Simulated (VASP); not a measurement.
# CdSe (I-4m2) in VASP: further runs, part 2 of 2

VASP 6.6.1. The steps go on from the part before.

## 3. Single point, r2SCAN (in-plane strain -0.005)

File POSCAR:

```
CdSe
1.0
    3.0514448479      3.0514448479      0.0000000000
   -3.0514448479      3.0514448479      0.0000000000
    0.0000000000      3.0514448479      3.0759790778
Cd Se
1 1
Direct
    0.0000000000      0.0000000000      0.0000000000
    0.7500000000      0.2500000000      0.5000000000
```

File INCAR.step1:

```
SYSTEM = CdSe
PREC = Accurate ; ENCUT = 520
ISMEAR = 0 ; SIGMA = 0.01
LREAL = .FALSE. ; LASPH = .TRUE.
NELM = 80 ; NBANDS = 16
GGA = PE ; ALGO = Normal
EDIFF = 1E-4 ; LWAVE = .TRUE.
LCHARG = .FALSE.
```

File INCAR.step2:

```
SYSTEM = CdSe
PREC = Accurate ; ENCUT = 520
EDIFF = 1E-7 ; ISMEAR = 0
SIGMA = 0.01 ; LREAL = .FALSE.
LASPH = .TRUE. ; NELM = 80
ALGO = Normal ; ISIF = 2
LWAVE = .FALSE. ; LCHARG = .TRUE.
METAGGA = R2SCAN ; LMIXTAU = .TRUE.
LELF = .TRUE. ; LVHAR = .TRUE.
NBANDS = 16 ; ISTART = 1
```

File KPOINTS:

```
regular mesh
0
G
  6 6 6
  0 0 0
```

Potentials or basis: VASP PAW PBE potentials, release 64 (Cd, Se).

Run with:

```sh
cat potpaw_PBE.64/Cd/POTCAR potpaw_PBE.64/Se/POTCAR > POTCAR
cp INCAR.step1 INCAR
mpirun -np 1 vasp_std > vasp.out
cp INCAR.step2 INCAR
mpirun -np 1 vasp_std > vasp.out
```

OUTCAR:

```text
SYSTEM = CdSe
   PREC = Accurate
   ENCUT = 520
   EDIFF = 1E-7
   ISMEAR = 0
   LREAL = .FALSE.
   LASPH = .TRUE.
   NELM = 80
   ISIF = 2
   METAGGA = R2SCAN
   ISTART = 1

 ion  position               nearest neighbor table
   1  0.000  0.000  0.000-   2 2.65   2 2.65   2 2.65   2 2.65
   2  0.750  0.250  0.500-   1 2.65   1 2.65   1 2.65   1 2.65

  LATTYP: Found a body centered tetragonal cell.
 ALAT       =     4.3153946887
 C/A-ratio  =     1.4255841237

  Lattice vectors:

[... 644 lines left out ...]

  FORCE on cell =-STRESS in cart. coord.  units (eV):
  Direction    XX          YY          ZZ          XY          YZ          ZX
  --------------------------------------------------------------------------------------
  -------------------------------------------------------------------------------------
  Total        0.2403990      0.2403990      0.1914260      0.0000000      0.0000000      0.0000000
  in kB        6.7238627      6.7238627      5.3541087      0.0000000      0.0000000      0.0000000
  external PRESSURE =       6.2672780 kB  Pullay stress =       0.0000000 kB

 VOLUME and BASIS-vectors are now :
 -----------------------------------------------------------------------------
  energy-cutoff  :      520.00
  volume of cell :       57.28
      direct lattice vectors                 reciprocal lattice vectors
     3.051444848  3.051444848  0.000000000     0.163856804  0.163856804 -0.162549870
    -3.051444848  3.051444848  0.000000000    -0.163856804  0.163856804 -0.162549870
     0.000000000  3.051444848  3.075979078     0.000000000  0.000000000  0.325099741

 POSITION                                       TOTAL-FORCE (eV/Angst)
 -----------------------------------------------------------------------------------
      0.00000      0.00000      0.00000        -0.000000     -0.000000      0.000000
      1.52572      4.57717      1.53799         0.000000      0.000000      0.000000
 -----------------------------------------------------------------------------------
    total drift:                                0.000005     -0.000000     -0.000000

  FREE ENERGIE OF THE ION-ELECTRON SYSTEM (eV)
  ---------------------------------------------------
  free  energy   TOTEN  =       -35.9116551476 eV

  energy  without entropy=      -35.9116551476  energy(sigma->0) =      -35.91165515
```

OSZICAR.step1:

```text
N       E                     dE             d eps       ncg     rms          rms(c)
DAV:   1     0.107346565950E+03    0.10735E+03   -0.87715E+03   968   0.100E+03
DAV:   2    -0.182413610989E+01   -0.10917E+03   -0.10338E+03  1168   0.252E+02
DAV:   3    -0.584264343282E+01   -0.40185E+01   -0.40111E+01  1168   0.494E+01
DAV:   4    -0.585887885462E+01   -0.16235E-01   -0.16235E-01  1256   0.319E+00
DAV:   5    -0.585898089288E+01   -0.10204E-03   -0.10204E-03  1160   0.219E-01    0.599E+00
DAV:   6    -0.550008907995E+01    0.35889E+00   -0.54219E-01  1344   0.873E+00    0.477E+00
DAV:   7    -0.547818716026E+01    0.21902E-01   -0.14359E-01  1128   0.252E+00    0.206E+00
DAV:   8    -0.547914133891E+01   -0.95418E-03   -0.13389E-02  1088   0.140E+00    0.250E-01
DAV:   9    -0.547933881895E+01   -0.19748E-03   -0.14175E-03  1112   0.481E-01    0.462E-02
DAV:  10    -0.547940651666E+01   -0.67698E-04   -0.15120E-04  1048   0.155E-01
   1 F= -.54794065E+01 E0= -.54794065E+01  d E =-.115191E-12
```

Wall time 42 s (1 thread of Intel Xeon 6975P-C (Granite Rapids), shared host); peak memory 0.19 GiB.

What came out:

```
Free energy            : -35.9117 eV
Pressure               : 0.6 GPa
Band gap on the k mesh : 1.04 eV, direct
```

Stress tensor (GPa, compression positive):
```
0.67 0.00 0.00
0.00 0.67 0.00
0.00 0.00 0.54
```

Levels at points of the mesh, in eV from the valence-band top:
```tsv
k point	band 5	band 6	band 7	band 8	band 9	band 10	band 11	band 12	band 13	band 14
(0.00, 0.00, 0.00)	-7.74	-7.74	-0.03	0.00	0.00	1.04	6.46	6.46	6.47	10.23
(0.50, 0.00, 0.00)	-7.71	-7.45	-4.33	-0.76	-0.72	2.83	6.88	6.94	7.76	10.51
(0.50, 0.50, 0.00)	-7.68	-7.37	-4.00	-1.85	-1.84	3.47	4.11	9.62	10.79	10.89
(0.00, 0.00, 0.50)	-7.68	-7.39	-4.04	-1.81	-1.81	3.50	4.17	9.54	10.85	10.85
```

Caveat: the cell differs from its parent crystal (in-plane strain -0.005); the PAW data sets were made with another functional, which shifts forces and pressure a little.

## 4. Single point, r2SCAN (in-plane strain -0.005, then relaxed in part)

POSCAR, as its differences from that of step 3:

```diff
@@ -4,3 +4,3 @@
    -3.0514448479      3.0514448479      0.0000000000
-    0.0000000000      3.0514448479      3.0759790778
+    0.0000000000      3.0514448479      3.0881932778
 Cd Se
```

File INCAR.step1:

```
SYSTEM = CdSe
  PREC = Accurate
  ENCUT = 520
  ISMEAR = 0
  SIGMA = 0.01
  LREAL = .FALSE.
  LASPH = .TRUE.
  NELM = 60
  NBANDS = 16
  GGA = PE
  ALGO = Normal
  EDIFF = 1E-4
  LWAVE = .TRUE.
  LCHARG = .FALSE.
```

File INCAR.step2:

```
SYSTEM = CdSe
  PREC = Accurate
  ENCUT = 520
  EDIFF = 1E-7
  ISMEAR = 0
  SIGMA = 0.01
  LREAL = .FALSE.
  LASPH = .TRUE.
  NELM = 60
  ALGO = Normal
  ISIF = 2
  LWAVE = .FALSE.
  LCHARG = .TRUE.
  METAGGA = R2SCAN
  LMIXTAU = .TRUE.
  LELF = .TRUE.
  LVHAR = .TRUE.
  NBANDS = 16
  ISTART = 1
```

KPOINTS is that of step 3.

Run with:

```sh
cat potpaw_PBE.64/Cd/POTCAR potpaw_PBE.64/Se/POTCAR > POTCAR
cp INCAR.step1 INCAR
mpirun -np 1 vasp_std > vasp.out
cp INCAR.step2 INCAR
mpirun -np 1 vasp_std > vasp.out
```

It took 42 s on 1 thread of Intel Xeon 6975P-C (Granite Rapids), shared host; peak memory 0.19 GiB.

The run converged. Its results:

```
Free energy            : -35.9122 eV
Pressure               : 0.4 GPa
Band gap on the k mesh : 1.02 eV, direct
```

Stress tensor (GPa, compression positive):
```
0.48 0.00 0.00
0.00 0.48 0.00
0.00 0.00 0.27
```

Levels at points of the mesh, in eV from the valence-band top:
```tsv
k point	band 6	band 7	band 8	band 9	band 10	band 11	band 12	band 13
(0.00, 0.00, 0.00)	-7.73	-0.04	0.00	0.00	1.02	6.46	6.46	6.46
(0.50, 0.00, 0.00)	-7.45	-4.31	-0.77	-0.71	2.82	6.86	6.95	7.74
(0.50, 0.50, 0.00)	-7.37	-3.98	-1.85	-1.83	3.47	4.08	9.61	10.73
(0.00, 0.00, 0.50)	-7.39	-4.04	-1.79	-1.79	3.51	4.19	9.49	10.82
```

Caveat: the cell differs from its parent crystal (in-plane strain -0.005, then relaxed in part); the PAW data sets were made with another functional, which shifts forces and pressure a little.

## 5. Single point, r2SCAN (film at in-plane strain -0.005)

POSCAR is that of step 4.

File INCAR.step1:

```
  ALGO = Normal
  EDIFF = 1E-4
  ENCUT = 520
  GGA = PE
  ISMEAR = 0
  LASPH = True
  LCHARG = False
  LREAL = False
  LWAVE = True
  NBANDS = 16
  NELM = 60
  PREC = Accurate
  SIGMA = 0.01
```

File INCAR.step2:

```
  ALGO = Normal
  EDIFF = 1E-6
  ENCUT = 520
  ISIF = 2
  ISMEAR = 0
  ISTART = 1
  LASPH = True
  LCHARG = False
  LMIXTAU = True
  LREAL = False
  LWAVE = False
  METAGGA = R2SCAN
  NBANDS = 16
  NELM = 60
  PREC = Accurate
  SIGMA = 0.01
```

File KPOINTS:

```
k-points
0
Gamma
  6 6 6
```

Run with:

```sh
cat potpaw_PBE.64/Cd/POTCAR potpaw_PBE.64/Se/POTCAR > POTCAR
cp INCAR.step1 INCAR
mpirun -np 1 vasp_std > vasp.out
cp INCAR.step2 INCAR
mpirun -np 1 vasp_std > vasp.out
```

Wall time 36 s (1 thread of Intel Xeon 6975P-C (Granite Rapids), shared host); peak memory 0.19 GiB.

The run converged. Its results:

* Free energy: -35.9122 eV
* Pressure: 0.4 GPa
* Band gap on the k mesh: 1.02 eV, direct

Stress tensor (GPa, compression positive):
```
0.48 0.00 0.00
0.00 0.48 0.00
0.00 0.00 0.27
```

Levels at points of the mesh, in eV from the valence-band top:
```csv
k point,band 7,band 8,band 9,band 10,band 11,band 12
"(0.00, 0.00, 0.00)",-0.04,0.00,0.00,1.02,6.46,6.46
"(0.50, 0.00, 0.00)",-4.31,-0.77,-0.71,2.82,6.86,6.95
"(0.50, 0.50, 0.00)",-3.98,-1.85,-1.83,3.47,4.08,9.61
"(0.00, 0.00, 0.50)",-4.04,-1.79,-1.79,3.51,4.19,9.49
```

Caveat: the cell differs from its parent crystal (film at in-plane strain -0.005); the PAW data sets were made with another functional, which shifts forces and pressure a little.

## 6. Overview

```csv
cell,gap on the mesh (eV),pressure (GPa)
"a = 4.294, b = 4.294, c = 4.346 Å, angles 60.4, 60.4, 90.0°, 2 atoms",1.02,0.6
"a = 4.315, b = 4.315, c = 4.333 Å, angles 60.1, 60.1, 90.0°, 2 atoms",1.04,0.6
"a = 4.315, b = 4.315, c = 4.341 Å, angles 60.2, 60.2, 90.0°, 2 atoms",1.02,0.4
```

Alike in all rows: task single point; level r2SCAN; potentials or basis VASP PAW PBE potentials, release 64 (Cd, Se); no spin polarisation; k mesh 6 × 6 × 6; cutoff (eV) 520; smearing gaussian 0.01 eV.

Caveats: the PAW data sets were made with another functional, which shifts forces and pressure a little.

Total energies depend on the potentials used, so only differences within one code and one set of settings carry meaning.
